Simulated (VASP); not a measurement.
## SnSe (e600): single point with PBEsol

The system is SnSe (e600).

```xyz
2
Lattice="0.0000 2.9726 2.9726 2.9726 0.0000 2.9726 2.9726 2.9726 0.0000" Properties=species:S:1:pos:R:3 pbc="T T T"
Sn    0.0000    0.0000    0.0000
Se    2.9726    2.9726    2.9726
```

```yaml
Program: VASP 6.6.1
Task: single point
Functional: PBEsol
Potentials_or_basis: VASP PAW PBE potentials, release 64 (Sn_d, Se)
Cutoff: 500 eV
k_mesh: 8 × 8 × 8
Occupations: gaussian, width 0.02 eV
Spin: no spin polarisation
```

| Property | Result |
| --- | --- |
| Pressure | 0.0 GPa |
| Band gap on the k mesh | 0.75 eV, indirect (least direct gap 0.82 eV) |

Levels at points of the mesh, in eV from the valence-band top:
| k point | band 8 | band 9 | band 10 | band 11 | band 12 | band 13 |
| --- | --- | --- | --- | --- | --- | --- |
| (0.00, 0.00, 0.00) | -2.18 | -2.18 | -2.18 | 4.54 | 4.54 | 4.54 |
| (0.50, 0.00, 0.00) | -1.92 | -1.92 | 0.00 | 0.82 | 1.30 | 1.30 |
| (0.50, 0.50, 0.00) | -5.65 | -3.71 | -3.71 | 2.91 | 5.65 | 5.65 |

Run time: 8.2 s on 1 thread of Intel(R) Xeon(R) 6975P-C (Granite Rapids), on a shared host, peak memory 0.18 GiB.

Caveat: the PAW data sets were made with another functional, which shifts forces and pressure a little; spin-orbit coupling is left out, which moves the levels of the heavy elements. A k mesh can miss the band edges.
